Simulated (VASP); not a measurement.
# RbCaBr3 (P4/mmm) in VASP: notebook

The runs below take RbCaBr3 through single point, with LDA.

All numbers are computed with VASP 6.6.1; they aren't measurements. Logs are shortened: lines on timing, memory, paths and dates and some standing lists are left out, and cuts for length are marked.

## 1. The cell of the first run

Symmetry: P4/mmm, No. 123, tetragonal system. Conventional cell: a = 5.737 Å, b = 5.737 Å, c = 5.909 Å, α = 90.00°, β = 90.00°, γ = 90.00°. Rb (site symmetry 4/mmm) has 12 Br at 4.06 to 4.12 Å and 8 Ca at 5.02 Å within 5.3 Å. Ca (site symmetry 4/mmm) has 6 Br at 2.87 to 2.95 Å within 3.8 Å. Within 3.8 Å of Br (site symmetry mmm) lie 2 Ca at 2.87 Å. Within 3.9 Å of Br (site symmetry 4/mmm) lie 2 Ca at 2.95 Å.

## 2. Single point, LDA (strain +0.000 along x and y, +0.030 along z)

Input file INCAR:

```
PREC = Accurate ; ENCUT = 520
EDIFF = 1E-7 ; ISMEAR = 0
SIGMA = 0.05 ; LREAL = F
LASPH = T ; NELM = 100
ALGO = Normal ; ISIF = 2
LWAVE = F ; LCHARG = F
NBANDS = 28
```

Input file KPOINTS:

```
regular mesh
0
Gamma
  4 4 4
```

Input file POSCAR:

```
RbCaBr3
1.0
    5.7366900000      0.0000000000      0.0000000000
    0.0000000000      5.7366900000      0.0000000000
    0.0000000000      0.0000000000      5.9087907000
Rb Ca Br
1 1 3
Direct
    0.5000000000      0.5000000000      0.5000000000
    0.0000000000      0.0000000000      0.0000000000
    0.5000000000      0.0000000000      0.0000000000
    0.0000000000      0.5000000000      0.0000000000
    0.0000000000      0.0000000000      0.5000000000
```

Potentials or basis: VASP PAW LDA potentials, release 64 (Rb_sv, Ca_sv, Br).

Command:

```
$ cat potpaw_LDA.64/Rb_sv/POTCAR potpaw_LDA.64/Ca_sv/POTCAR potpaw_LDA.64/Br/POTCAR > POTCAR
$ mpirun -np 1 vasp_std > vasp.out
```

OUTCAR:

```text
PREC = Accurate
   ENCUT = 520
   EDIFF = 1E-7
   ISMEAR = 0
   LREAL = F
   LASPH = T
   NELM = 100
   ISIF = 2

 ion  position               nearest neighbor table
   1  0.500  0.500  0.500-   5 4.06   5 4.06   5 4.06   5 4.06   4 4.12   3 4.12   4 4.12   3 4.12
                             4 4.12   3 4.12   4 4.12   3 4.12
   2  0.000  0.000  0.000-   3 2.87   4 2.87   4 2.87   3 2.87   5 2.95   5 2.95
   3  0.500  0.000  0.000-   2 2.87   2 2.87   1 4.12   1 4.12   1 4.12   1 4.12
   4  0.000  0.500  0.000-   2 2.87   2 2.87   1 4.12   1 4.12   1 4.12   1 4.12
   5  0.000  0.000  0.500-   2 2.95   2 2.95   1 4.06   1 4.06   1 4.06   1 4.06

  LATTYP: Found a simple tetragonal cell.
 ALAT       =     5.7366900000
 C/A-ratio  =     1.0300000000

  Lattice vectors:

 A1 = (   5.7366900000,   0.0000000000,   0.0000000000)
 A2 = (   0.0000000000,   5.7366900000,   0.0000000000)
 A3 = (   0.0000000000,   0.0000000000,   5.9087907000)

Analysis of symmetry for initial positions (statically):
=====================================================================
 Subroutine PRICEL returns:
 Original cell was already a primitive cell.

 Routine SETGRP: Setting up the symmetry group for a
 simple tetragonal supercell.

 Subroutine GETGRP returns: Found 16 space group operations
 (whereof 16 operations were pure point group operations)
 out of a pool of 16 trial point group operations.

The static configuration has the point symmetry D_4h.

Analysis of symmetry for dynamics (positions and initial velocities):
=====================================================================
 Subroutine PRICEL returns:
 Original cell was already a primitive cell.

 Routine SETGRP: Setting up the symmetry group for a
 simple tetragonal supercell.

 Subroutine GETGRP returns: Found 16 space group operations
 (whereof 16 operations were pure point group operations)
 out of a pool of 16 trial point group operations.

The dynamic configuration has the point symmetry D_4h.

 Subroutine INISYM returns: Found 16 space group operations
 (whereof 16 operations are pure point group operations),
 and found     1 'primitive' translations

----------------------------------------------------------------------------------------

                                     Primitive cell

  volume of cell :     194.4560

  direct lattice vectors                    reciprocal lattice vectors
     5.736690000  0.000000000  0.000000000     0.174316548  0.000000000  0.000000000
     0.000000000  5.736690000  0.000000000     0.000000000  0.174316548  0.000000000
     0.000000000  0.000000000  5.908790700     0.000000000  0.000000000  0.169239367

  length of vectors
     5.736690000  5.736690000  5.908790700     0.174316548  0.174316548  0.169239367

  position of ions in fractional coordinates (direct lattice)
     0.500000000  0.500000000  0.500000000
     0.000000000  0.000000000  0.000000000
     0.500000000  0.000000000  0.000000000
     0.000000000  0.500000000  0.000000000
     0.000000000  0.000000000  0.500000000

  ion indices of the primitive-cell ions
   primitive index   ion index
                 1           1
                 2           2
                 3           3
                 4           4
                 5           5

----------------------------------------------------------------------------------------

 KPOINTS: regular mesh

Automatic generation of k-mesh.
 Grid dimensions read from file:
 generate k-points for:    4    4    4

 Generating k-lattice:

  Cartesian coordinates                     Fractional coordinates (reciprocal lattice)
     0.043579137  0.000000000  0.000000000     0.250000000  0.000000000  0.000000000
     0.000000000  0.043579137  0.000000000     0.000000000  0.250000000  0.000000000
     0.000000000  0.000000000  0.042309842     0.000000000  0.000000000  0.250000000

  Length of vectors
     0.043579137  0.043579137  0.042309842

  Shift w.r.t. Gamma in fractional coordinates (k-lattice)
     0.000000000  0.000000000  0.000000000

 Subroutine IBZKPT returns following result:
 ===========================================

 Found     18 irreducible k-points:

 Following reciprocal coordinates:
            Coordinates               Weight
  0.000000  0.000000  0.000000      1.000000
  0.250000  0.000000  0.000000      4.000000
  0.500000  0.000000  0.000000      2.000000
  0.250000  0.250000  0.000000      4.000000
  0.500000  0.250000  0.000000      4.000000
  0.500000  0.500000  0.000000      1.000000
[... 10 lines left out ...]
  0.500000  0.250000  0.500000      4.000000
  0.500000  0.500000  0.500000      1.000000
   k-points           NKPTS =     18   k-points in BZ     NKDIM =     18   number of bands    NBANDS=     28
   number of dos      NEDOS =    301   number of ions     NIONS =      5
   total plane-waves  NPLWV = 110592
   dimension x,y,z NGX =    48 NGY =   48 NGZ =   48
   dimension x,y,z NGXF=    96 NGYF=   96 NGZF=   96
   ions per type =               1   1   3
   NGX,Y,Z   is equivalent  to a cutoff of  13.91, 13.91, 13.50 a.u.
   NGXF,Y,Z  is equivalent  to a cutoff of  27.82, 27.82, 27.01 a.u.
 SYSTEM =  unknown system
   PREC   = accura    normal or accurate (medium, high low for compatibility)
   ISTART =      0    job   : 0-new  1-cont  2-samecut
   ICHARG =      2    charge: 1-file 2-atom 10-const
   ISPIN  =      1    spin polarized calculation?
   LNONCOLLINEAR =      F non collinear calculations
   LSORBIT =      F    spin-orbit coupling
   LASPH  =      T    aspherical Exc in radial PAW
   ENCUT  =  520.0 eV  38.22 Ry    6.18 a.u.  10.67 10.67 10.99*2*pi/ulx,y,z
   NELM   =    100;   NELMIN=  2; NELMDL= -5     # of ELM steps
   EDIFF  = 0.1E-06   stopping-criterion for ELM
   LREAL  =      F    real-space projection
   EDIFFG = 0.1E-05   stopping-criterion for IOM
   NSW    =      0    number of steps for IOM
   IBRION =     -1    ionic relax: 0-MD 1-quasi-New 2-CG
   NFREE  =      0    steps in history (QN), initial steepest desc. (CG)
   ISIF   =      2    stress and relaxation
   ISYM   =      2    0-nonsym 1-usesym 2-fastsym
   POTIM  = 0.5000    time-step for ionic-motion
   TEBEG  =    0.0;   TEEND  =   0.0 temperature during run
   PSTRESS=    0.0 pullay stress
   NELECT =      40.0000    total number of electrons
   NUPDOWN=      -1.0000    fix difference up-down
   EMIN   =  10.00;   EMAX   =-10.00  energy-range for DOS
   EFERMI =   0.00;   METHOD = LEGACY
   ISMEAR =     0;   SIGMA  =   0.05  broadening in eV -4-tet -1-fermi 0-gaus
   EFERMI_NEDOS =   21; number of points for ismear=-14 and -15
   IALGO  =     38    algorithm
   IMIX   =      4    mixing-type and parameters
     AMIX     =   0.40;   BMIX     =  1.00
     AMIX_MAG =   1.60;   BMIX_MAG =  1.00
  volume/ion in A,a.u.               =      38.89       262.45
  Fermi-wavevector in a.u.,A,eV,Ry     =   0.966394  1.826220 12.706726  0.933918
  Thomas-Fermi vector in A             =   2.096192
   LORBIT       =      0    0 simple, 1 ext, 2 COOP (PROOUT), +10 PAW based schemes
   GGA     = CA    functional components
   LHFCALC =     F    Hartree Fock is set to
   AEXX    =    0.0000 exact exchange contribution
   IVDW    =     0    specifies the selected vdW correction
   LEPSILON=     F    determine dielectric tensor
   LRPA    =     F    only Hartree local field effects (RPA)
 non-spin polarized calculation
 Gauss-broadening in eV      SIGMA  =   0.05
  energy-cutoff  :      520.00
  volume of cell :      194.46
 maximum number of plane-waves:      5268
 NGX is ok and might be reduce to    48
   NGX = 21   NGY = 21   NGZ = 21

 number of electron      39.9999999 magnetization

 Free energy of the ion-electron system (eV)
  ---------------------------------------------------
  ext. energy  EPLUGINS =         0.00000000
  ---------------------------------------------------
  free energy    TOTEN  =       -19.07049653 eV

  energy without entropy =      -19.07049653  energy(sigma->0) =      -19.07049653

 E-fermi :  -1.0143     XC(G=0):  -7.7757

 val. band max:       -1.2655292559   @ k =   0.5000   0.5000   0.5000
 cond. band min:       2.3365441796   @ k =   0.0000   0.0000   0.0000
 fundamental gap:      3.6020734356
 Fermi energy:        -1.0143289531

 k-point     1 :       0.0000    0.0000    0.0000
  band No.  band energies     occupation
      1     -39.9874      2.00000
      2     -26.5271      2.00000
      3     -21.3112      2.00000
      4     -21.3112      2.00000
      5     -21.3035      2.00000
      6     -14.2809      2.00000
[... 20 lines left out ...]
     27       4.5484      0.00000
     28       4.5883      0.00000

 k-point     2 :       0.2500    0.0000    0.0000
  band No.  band energies     occupation
      1     -39.9874      2.00000
      2     -26.5270      2.00000
      3     -21.3198      2.00000
      4     -21.3111      2.00000
      5     -21.3034      2.00000
      6     -14.2283      2.00000
[... 20 lines left out ...]
     27       4.8779      0.00000
     28       5.1181      0.00000

 k-point     3 :       0.5000    0.0000    0.0000
  band No.  band energies     occupation
      1     -39.9874      2.00000
      2     -26.5268      2.00000
      3     -21.3283      2.00000
      4     -21.3110      2.00000
      5     -21.3033      2.00000
      6     -14.1729      2.00000
[... 20 lines left out ...]
     27       5.1257      0.00000
     28       5.7916      0.00000

 k-point     4 :       0.2500    0.2500    0.0000
  band No.  band energies     occupation
      1     -39.9874      2.00000
      2     -26.5268      2.00000
      3     -21.3197      2.00000
      4     -21.3196      2.00000
      5     -21.3033      2.00000
      6     -14.1720      2.00000
[... 392 lines left out ...]
     27       5.8479      0.00000
     28       5.8720      0.00000

 k-point    17 :       0.5000    0.2500    0.5000
  band No.  band energies     occupation
      1     -39.9873      2.00000
      2     -26.5266      2.00000
      3     -21.3280      2.00000
      4     -21.3194      2.00000
      5     -21.3139      2.00000
      6     -14.0566      2.00000
[... 20 lines left out ...]
     27       5.3258      0.00000
     28       5.8225      0.00000

 k-point    18 :       0.5000    0.5000    0.5000
  band No.  band energies     occupation
      1     -39.9873      2.00000
      2     -26.5265      2.00000
      3     -21.3279      2.00000
      4     -21.3279      2.00000
      5     -21.3138      2.00000
      6     -14.0025      2.00000
[... 20 lines left out ...]
     27       4.9351      0.00000
     28       6.5060      0.00000

------------------------ aborting loop because EDIFF is reached ----------------------------------------

  FORCE on cell =-STRESS in cart. coord.  units (eV):
  Direction    XX          YY          ZZ          XY          YZ          ZX
  --------------------------------------------------------------------------------------
  -------------------------------------------------------------------------------------
  Total       -3.0297411     -3.0297411     -3.9190425      0.0000000     -0.0000000      0.0000000
  in kB      -24.9628827    -24.9628827    -32.2900846      0.0000000     -0.0000000      0.0000000
  external PRESSURE =     -27.4052833 kB  Pullay stress =       0.0000000 kB

 VOLUME and BASIS-vectors are now :
 -----------------------------------------------------------------------------
  energy-cutoff  :      520.00
  volume of cell :      194.46
      direct lattice vectors                 reciprocal lattice vectors
     5.736690000  0.000000000  0.000000000     0.174316548  0.000000000  0.000000000
     0.000000000  5.736690000  0.000000000     0.000000000  0.174316548  0.000000000
     0.000000000  0.000000000  5.908790700     0.000000000  0.000000000  0.169239367

 POSITION                                       TOTAL-FORCE (eV/Angst)
 -----------------------------------------------------------------------------------
      2.86835      2.86835      2.95440         0.000000      0.000000      0.000000
      0.00000      0.00000      0.00000         0.000000      0.000000      0.000000
      2.86835      0.00000      0.00000         0.000000      0.000000      0.000000
      0.00000      2.86835      0.00000         0.000000      0.000000      0.000000
      0.00000      0.00000      2.95440         0.000000      0.000000      0.000000
 -----------------------------------------------------------------------------------
    total drift:                                0.000000     -0.000000      0.000000

  FREE ENERGIE OF THE ION-ELECTRON SYSTEM (eV)
  ---------------------------------------------------
  free  energy   TOTEN  =       -19.0704965279 eV

  energy  without entropy=      -19.0704965279  energy(sigma->0) =      -19.07049653
```

It took 2.7 min on 1 thread of Intel Xeon 8259CL, shared host; peak memory 0.32 GiB.

Results:

```yaml
Free_energy: -19.0705 eV
Pressure: -2.7 GPa
Band_gap_on_the_k_mesh: 3.60 eV (least direct gap 3.92 eV)
```

Levels at points of the mesh, in eV from the valence-band top:
```tsv
k point	band 18	band 19	band 20	band 21	band 22	band 23
(0.00, 0.00, 0.00)	-0.32	-0.32	-0.32	3.60	4.53	4.54
(0.50, 0.00, 0.00)	-0.70	-0.44	-0.43	4.68	5.13	5.56
(0.50, 0.50, 0.00)	-0.82	-0.82	-0.01	5.50	5.63	5.63
(0.00, 0.00, 0.50)	-0.70	-0.42	-0.42	4.64	5.26	5.44
(0.50, 0.00, 0.50)	-0.88	-0.85	-0.06	5.48	5.59	5.66
(0.50, 0.50, 0.50)	-0.04	-0.04	0.00	5.18	5.93	5.94
```

Caveat: the cell differs from its parent crystal (strain +0.000 along x and y, +0.030 along z).

## 3. Single point, LDA (strain +0.030 along x and y, +0.000 along z)

Input file INCAR:

```
  PREC = Accurate
  ENCUT = 520
  EDIFF = 1E-6
  ISMEAR = 0
  SIGMA = 0.05
  LREAL = F
  LASPH = T
  NELM = 100
  ALGO = Normal
  ISIF = 2
  LWAVE = F
  LCHARG = T
  LELF = T
  LVHAR = T
  NBANDS = 28
```

KPOINTS is that of step 2.

POSCAR: that of step 2 with these lines changed.

```diff
@@ -2,5 +2,5 @@
 1.0
-    5.7366900000      0.0000000000      0.0000000000
-    0.0000000000      5.7366900000      0.0000000000
-    0.0000000000      0.0000000000      5.9087907000
+    5.9087907000      0.0000000000      0.0000000000
+    0.0000000000      5.9087907000      0.0000000000
+    0.0000000000      0.0000000000      5.7366900000
 Rb Ca Br
```

Potentials or basis: VASP PAW LDA potentials, release 64 (Rb_sv, Ca_sv, Br).

Command:

```
$ cat potpaw_LDA.64/Rb_sv/POTCAR potpaw_LDA.64/Ca_sv/POTCAR potpaw_LDA.64/Br/POTCAR > POTCAR
$ mpirun -np 1 vasp_std > vasp.out
```

Run time: 2.6 min. Hardware: 1 thread of Intel Xeon 8259CL, shared host; peak memory 0.32 GiB.

The run converged. Its results:

| Property | Result |
| --- | --- |
| Free energy | -18.9641 eV |
| Pressure | -3.1 GPa |
| Band gap on the k mesh | 3.57 eV (least direct gap 3.87 eV) |

Stress tensor (GPa, compression positive):
```
-3.32  0.00  0.00
 0.00 -3.32  0.00
 0.00  0.00 -2.60
```

Levels at points of the mesh, in eV from the valence-band top:
```csv
k point,band 16,band 17,band 18,band 19,band 20,band 21,band 22,band 23,band 24,band 25
"(0.00, 0.00, 0.00)",-0.52,-0.48,-0.30,-0.30,-0.30,3.57,4.54,4.54,4.55,5.56
"(0.50, 0.00, 0.00)",-0.79,-0.77,-0.65,-0.40,-0.39,4.65,5.10,5.41,5.42,5.44
"(0.50, 0.50, 0.00)",-0.85,-0.85,-0.80,-0.80,-0.04,5.44,5.44,5.62,5.93,6.28
"(0.00, 0.00, 0.50)",-0.89,-0.89,-0.64,-0.41,-0.41,4.69,5.01,5.55,5.56,5.56
"(0.50, 0.00, 0.50)",-0.91,-0.83,-0.78,-0.78,-0.01,5.46,5.48,5.59,6.02,6.26
"(0.50, 0.50, 0.50)",-1.37,-1.27,-0.03,0.00,0.00,5.17,5.91,5.91,5.93,6.03
```

Caveat: the cell differs from its parent crystal (strain +0.030 along x and y, +0.000 along z); the cell stands under tension. A k mesh can miss the band edges.
